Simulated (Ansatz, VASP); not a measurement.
**One calculation of BeTe, two programs**

File POSCAR:

```
BeTe
1.0
    0.0000000000      2.8100000000      2.8100000000
    2.8100000000      0.0000000000      2.8100000000
    2.8100000000      2.8100000000      0.0000000000
Be Te
1 1
Direct
    0.0000000000      0.0000000000      0.0000000000
    0.2500000000      0.2500000000      0.2500000000
```

The input INCAR.step1:

```
SYSTEM = BeTe
  PREC = Accurate
  ENCUT = 660
  ISMEAR = 0
  SIGMA = 0.1
  LREAL = .FALSE.
  LASPH = .TRUE.
  NELM = 120
  NBANDS = 11
  GGA = PE
  ALGO = Normal
  EDIFF = 1E-5
  LWAVE = .TRUE.
  LCHARG = .FALSE.
  GGA_COMPAT = .FALSE.
```

INCAR.step2

```
SYSTEM = BeTe
  PREC = Accurate
  ENCUT = 660
  EDIFF = 1E-6
  ISMEAR = 0
  SIGMA = 0.1
  LREAL = .FALSE.
  LASPH = .TRUE.
  NELM = 120
  ALGO = Normal
  ISIF = 2
  LWAVE = .FALSE.
  LCHARG = .FALSE.
  METAGGA = R2SCAN
  LMIXTAU = .TRUE.
  NBANDS = 11
  ISTART = 1
  GGA_COMPAT = .FALSE.
```

KPOINTS

```
regular mesh
0
G
  6 6 6
  0 0 0
```

Input for Ansatz:

```yaml
crystal:
  lattice:
    - [0.0, 2.81, 2.81]
    - [2.81, 0.0, 2.81]
    - [2.81, 2.81, 0.0]
  atoms:
    - { symbol: Be, position: [0.0, 0.0, 0.0] }
    - { symbol: Te, position: [0.25, 0.25, 0.25] }
basis:
  ecutwfc: 500
kpoints:
  mp_grid: { grid: [6, 6, 6] }
hamiltonian:
  xc: r2scan
  pseudopotentials: { kind: paw, azcp: { folder: soft_1 } }
scf:
  occupations: { method: gaussian, width: 0.1 }
output:
  forces: true
  stress: true
  eigenvalues: true
```

Alike in both runs: task single point; functional r2SCAN; k mesh 6 × 6 × 6; occupations gaussian, width 0.1 eV; no spin polarisation.

|  | VASP | Ansatz |
| --- | --- | --- |
| version | VASP 6.6.1 | Ansatz 0.2.0 |
| potentials or method | VASP PAW PBE potentials, release 64 (Be, Te), cutoff 660 eV | scalar-relativistic, plane waves, PAW |
| valence electrons in the cell | 8 | 18 |

Ansatz gave:

* gap on the k mesh at the Fermi level (eV): 2.33
* least direct gap on the mesh (eV): 4.02
* pressure (GPa): 1.3

Which values does VASP return?

gap on the k mesh at the Fermi level (eV): 2.32; least direct gap on the mesh (eV): 4.01; pressure (GPa): 1.5.

VASP's potentials were made for PBE, not for r2SCAN. VASP's potentials hold 8 valence electrons a cell and Ansatz's 18, so a difference there can come from the potentials and not from the codes.

Spin-orbit coupling is off throughout.
